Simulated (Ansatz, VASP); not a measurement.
Sn: VASP beside Ansatz

Contents of INCAR:

```
ALGO = Fast
EDIFF = 1E-7
EDIFFG = -0.001
ENCUT = 600
GGA = PE
IBRION = 2
ISIF = 3
ISMEAR = -1
LASPH = True
LCHARG = False
LREAL = False
LWAVE = False
NELM = 100
NSW = 80
PREC = Accurate
SIGMA = 0.15
```

File KPOINTS:

```
k-points
0
Gamma
  12 12 12
```

File POSCAR:

```
Sn
1.0
    0.0000000000      3.3281477342      3.3281477342
    3.3281477342      0.0000000000      3.3281477342
    3.3281477342      3.3281477342      0.0000000000
Sn
2
Direct
    0.5000000000      0.5000000000      0.5000000000
    0.7500000000      0.7500000000      0.7500000000
```

Input for Ansatz:

```yaml
crystal:
  lattice:
    - [0.0, 3.3281477342, 3.3281477342]
    - [3.3281477342, 0.0, 3.3281477342]
    - [3.3281477342, 3.3281477342, 0.0]
  atoms:
    - { symbol: Sn, position: [0.5, 0.5, 0.5] }
    - { symbol: Sn, position: [0.75, 0.75, 0.75] }
basis:
  ecutwfc: 420
kpoints:
  mp_grid: { grid: [12, 12, 12] }
hamiltonian:
  xc: pbe
scf:
  occupations: { method: fermi_dirac, width: 0.15 }
output:
  forces: true
  stress: true
  eigenvalues: true
relax:
  adjacent_minimum: "off"
  f_tol: 0.001
  max_steps: 60
  cell: { stress_tol: 0.01 }
```

Alike in both runs: task relaxation of cell and atoms; functional PBE; k mesh 12 × 12 × 12; occupations fermi-dirac, width 0.15 eV; no spin polarisation.

|  | VASP | Ansatz |
| --- | --- | --- |
| version | VASP 6.6.1 | Ansatz 0.2.0 |
| potentials or method | VASP PAW PBE potentials, release 64 (Sn_d), cutoff 600 eV | scalar-relativistic, plane waves, PAW |
| valence electrons in the cell | 28 | 28 |

Ansatz gave:

* gap on the k mesh at the Fermi level, each at its own relaxed structure (eV): none
* relaxed volume (Å³/atom): 36.91
* relaxed cell length with the largest relative difference (Å): 4.709

**Question.** Which values does VASP return?

**Answer.** gap on the k mesh at the Fermi level, each at its own relaxed structure (eV): none; relaxed volume (Å³/atom): 36.90; relaxed cell length with the largest relative difference (Å): 4.708.

A gap of «none» marks a metal or a gap that the smearing closes.
